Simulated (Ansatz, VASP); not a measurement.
WS2 in VASP and in Ansatz

```xyz
6
Lattice="3.1800 0.0000 0.0000 -1.5900 2.7540 0.0000 0.0000 0.0000 12.5000" Properties=species:S:1:pos:R:3 pbc="T T T"
W     1.5900    0.9180    9.3750
W     0.0000    1.8360    3.1250
S     1.5900    0.9180    4.6875
S     0.0000    1.8360   10.9375
S     1.5900    0.9180    1.5625
S     0.0000    1.8360    7.8125
```

Alike in both runs: functional PBE; k mesh 10 × 10 × 3; occupations fermi-dirac, width 0.05 eV; no spin polarisation; Hubbard terms W d U = 8.0 eV.

```csv
,VASP,Ansatz
version,VASP 6.6.1,Ansatz 0.2.0
potentials or method,"VASP PAW PBE potentials, release 64 (W_sv, S)",Ansatz PAW
plane-wave cutoff (eV),520,420
valence electrons in the cell,52,52
task,single point,band structure
```

```csv
,VASP,Ansatz,Ansatz less VASP
pressure (GPa),9.4,4.4,-4.95
"traceless stress, the component that is largest in VASP (GPa)",1.59,-0.84,-2.436
rms of the force components (eV/Å),0.444,0.072,-0.3723
```

The programs project onto different local orbitals, so the same U acts differently, and such runs can settle in different states. Atom by atom the forces differ by 0.372 eV/Å (rms over components).

Spin-orbit coupling is off throughout.
